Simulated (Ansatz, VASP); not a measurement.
## One calculation of Ru4Rh, two programs

```
Rh Ru
1.0
     2.67525    0.00000    0.00000
    -1.33763    2.31684    0.00000
     0.00000    0.00000   24.44880
Rh Ru
1 4
Direct
  0.00000 0.00000 0.32983
  0.33333 0.66667 0.41301
  0.00000 0.00000 0.50000
  0.33333 0.66667 0.58699
  0.00000 0.00000 0.67017
```

Alike in both runs: task single point; functional LDA; k mesh 14 × 14 × 1; occupations fermi-dirac, width 0.1 eV; no spin polarisation.

```csv
,VASP,Ansatz
version,VASP 6.6.1,Ansatz 0.2.0
potentials or method,"VASP PAW LDA potentials, release 64 (Rh_pv, Ru_pv), cutoff 520 eV","all-electron LAPW, scalar-relativistic"
```

|  | VASP | Ansatz | Ansatz less VASP |
| --- | --- | --- | --- |
| rms of the force components (eV/Å) | 0.304 | 0.290 | -0.0134 |

LDA's correlation is that of Perdew and Zunger in VASP and of Perdew and Wang (1992) in Ansatz. Atom by atom the forces differ by 0.023 eV/Å (rms over components). Ansatz ran all-electron here, and VASP with PAW potentials.
